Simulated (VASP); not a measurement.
A run of VASP 6.6.1:

File POSCAR:

```
C
1.0
    2.4562275100      0.0000000000      0.0000000000
   -1.2281137500      2.1271554200      0.0000000000
    0.0000000000      0.0000000000     24.1339601700
C
4
Direct
    0.0000000000      0.0000000000      0.5704687699
    0.0000000000      0.0000000000      0.4295312301
    0.3333333295      0.6666666698      0.4295245599
    0.6666666705      0.3333333302      0.5704754401
```

INCAR.step1

```
PREC = Accurate
ENCUT = 520
ISMEAR = 1
SIGMA = 0.1
LREAL = False
LASPH = True
NELM = 60
NBANDS = 16
GGA = PE
ALGO = Normal
EDIFF = 1E-4
LWAVE = True
LCHARG = False
```

INCAR.step2

```
PREC = Accurate
ENCUT = 520
EDIFF = 1E-7
ISMEAR = 1
SIGMA = 0.1
LREAL = False
LASPH = True
NELM = 60
ALGO = Normal
ISIF = 2
LWAVE = False
LCHARG = False
METAGGA = R2SCAN
LMIXTAU = True
NBANDS = 16
ISTART = 1
```

KPOINTS

```
Automatic mesh
0
Gamma
  3 3 1
```

Potentials or basis: VASP PAW PBE potentials, release 64 (C).

The run is started by

```console
$ cat potpaw_PBE.64/C/POTCAR > POTCAR
$ cp INCAR.step1 INCAR
$ mpirun -np 1 vasp_std > vasp.out
$ cp INCAR.step2 INCAR
$ mpirun -np 1 vasp_std > vasp.out
```

Hardware: 1 thread of AMD EPYC 7R13 Processor (Zen 3), on a shared host.

Task: Estimate the wall time of this run.

Result: It took 58 s on 1 thread of AMD EPYC 7R13 Processor (Zen 3), on a shared host, peak memory 0.2 GiB. Counts: k points 3.
